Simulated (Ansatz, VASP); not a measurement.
# Two plane-wave programs on Si2Mo

```
CELL_PARAMETERS angstrom
-1.60000 1.60000 3.93050
1.60000 -1.60000 3.93050
1.60000 1.60000 -3.93050
ATOMIC_POSITIONS crystal
Mo 0.00000 0.00000 0.00000
Si 0.66700 0.66700 0.00000
Si 0.33300 0.33300 0.00000
```

Alike in both runs: functional PBE; k mesh 10 × 10 × 10; occupations fermi-dirac, width 0.05 eV; no spin polarisation.

```csv
,VASP,Ansatz
version,VASP 6.6.1,Ansatz 0.2.0
potentials or method,"VASP PAW PBE potentials, release 64 (Mo_sv, Si)",Ansatz PAW
plane-wave cutoff (eV),520,420
valence electrons in the cell,22,22
task,single point,band structure
```

Ansatz gave:

* gap on the k mesh at the Fermi level (eV): none
* pressure (GPa): 2.3
* traceless stress, the component that is largest in VASP (GPa): -0.89
* rms of the force components (eV/Å): 0.141

Q: What did VASP give for the same quantities?

A: gap on the k mesh at the Fermi level (eV): none; pressure (GPa): 2.4; traceless stress, the component that is largest in VASP (GPa): -0.90; rms of the force components (eV/Å): 0.139.

Atom by atom the forces differ by 0.002 eV/Å (rms over components). A gap of «none» marks a metal or a gap that the smearing closes.
